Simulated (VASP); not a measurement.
Wanted: the native input for a VASP 6.6.1 run.

```yaml
Task: single point
Functional: r2SCAN
Potentials_or_basis: VASP PAW PBE potentials, release 64 (Sr_sv, Ti_sv, O)
Cutoff: 520 eV
k_mesh: 8 × 8 × 8
Occupations: gaussian, width 0.02 eV
Spin: no spin polarisation
Dipole_correction: no
Further_INCAR_settings: ALGO = Normal; EDIFF = 1e-06; NBANDS = 28
```

Crystal: SrTiO3.

```
Sr Ti O
1.0
     3.98347    0.00000    0.00000
     0.00000    3.98347    0.00000
     0.00000    0.00000    3.98347
Sr Ti O
1 1 3
Direct
  0.50000 0.50000 0.50000
  0.00000 0.00000 0.00000
  0.50000 0.00000 0.00000
  0.00000 0.50000 0.00000
  0.00000 0.00000 0.50000
```

One way to write it, as run:

POSCAR

```
SrTiO3
1.0
    3.9834705248      0.0000000000      0.0000000000
    0.0000000000      3.9834705248      0.0000000000
    0.0000000000      0.0000000000      3.9834705248
Sr Ti O
1 1 3
Direct
    0.5000000000      0.5000000000      0.5000000000
    0.0000000000      0.0000000000      0.0000000000
    0.5000000000      0.0000000000      0.0000000000
    0.0000000000      0.5000000000      0.0000000000
    0.0000000000      0.0000000000      0.5000000000
```

INCAR.step1

```
SYSTEM = SrTiO3
  PREC = Accurate
  ENCUT = 520
  ISMEAR = 0
  SIGMA = 0.02
  LREAL = .FALSE.
  LASPH = .TRUE.
  NELM = 100
  NBANDS = 28
  GGA = PE
  ALGO = Normal
  EDIFF = 1E-4
  LWAVE = .TRUE.
  LCHARG = .FALSE.
```

INCAR.step2

```
SYSTEM = SrTiO3
  PREC = Accurate
  ENCUT = 520
  EDIFF = 1E-6
  ISMEAR = 0
  SIGMA = 0.02
  LREAL = .FALSE.
  LASPH = .TRUE.
  NELM = 100
  ALGO = Normal
  ISIF = 2
  LWAVE = .FALSE.
  LCHARG = .FALSE.
  METAGGA = R2SCAN
  LMIXTAU = .TRUE.
  NBANDS = 28
  ISTART = 1
```

KPOINTS

```
regular mesh
0
G
  8 8 8
  0 0 0
```

Potentials or basis: VASP PAW PBE potentials, release 64 (Sr_sv, Ti_sv, O).

Launch:

```bash
$ cat potpaw_PBE.64/Sr_sv/POTCAR potpaw_PBE.64/Ti_sv/POTCAR potpaw_PBE.64/O/POTCAR > POTCAR
$ cp INCAR.step1 INCAR
$ mpirun -np 1 vasp_std > vasp.out
$ cp INCAR.step2 INCAR
$ mpirun -np 1 vasp_std > vasp.out
```

It gave:

```
Pressure               : -8.9 GPa
Band gap on the k mesh : 2.14 eV (least direct gap 2.55 eV)
```

Caveat: the cell stands under tension; the PAW data sets were made with another functional, which shifts forces and pressure a little.

Run time: 7.3 min on 1 thread of Intel Xeon 8259CL, with other jobs on the host, peak memory 0.18 GiB.
